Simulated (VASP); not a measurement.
Ga3SbN2:

```xyz
6
Lattice="3.1604 0.0000 0.0000 -1.5802 2.7369 0.0000 0.0000 0.0000 11.7940" Properties=species:S:1:pos:R:3 pbc="T T T"
N     0.0000    0.0000    0.7085
N     0.0000    1.8246    3.3020
Sb    1.5802    0.9123    6.6848
Ga    0.0000    1.8246    1.3499
Ga    1.5802    0.9123    3.9781
Ga    0.0000    0.0000   10.5133
```

Base run:

* Program: VASP 6.6.1
* Functional: r2SCAN
* Potentials or basis: VASP PAW PBE potentials, release 64 (N, Sb, Ga_d)
* Cutoff: 520 eV
* k mesh: 12 × 12 × 2
* Occupations: fermi-dirac, width 0.02 eV
* Spin: no spin polarisation

Its results: band gap on the k mesh zero (band 27 reaches 7.99 eV, above the bottom of band 28 at 4.52 eV); pressure 0.6 GPa; largest force 0.080 eV/Å.

Q: The run is repeated on the same cell with these changes: functional from r2SCAN to PBE; further incar settings from ALGO = Normal; EDIFF = 1e-07; NBANDS = 36 to ALGO = Normal; EDIFF = 1e-06; NBANDS = 36. What comes out?

A: Band gap on the k mesh zero (band 27 reaches 7.89 eV, above the bottom of band 28 at 4.72 eV); pressure 3.6 GPa; largest force 0.363 eV/Å.

Caveats: spin-orbit coupling is left out, which moves the levels of the heavy elements; the PAW data sets were made with another functional, which shifts forces and pressure a little (some runs).
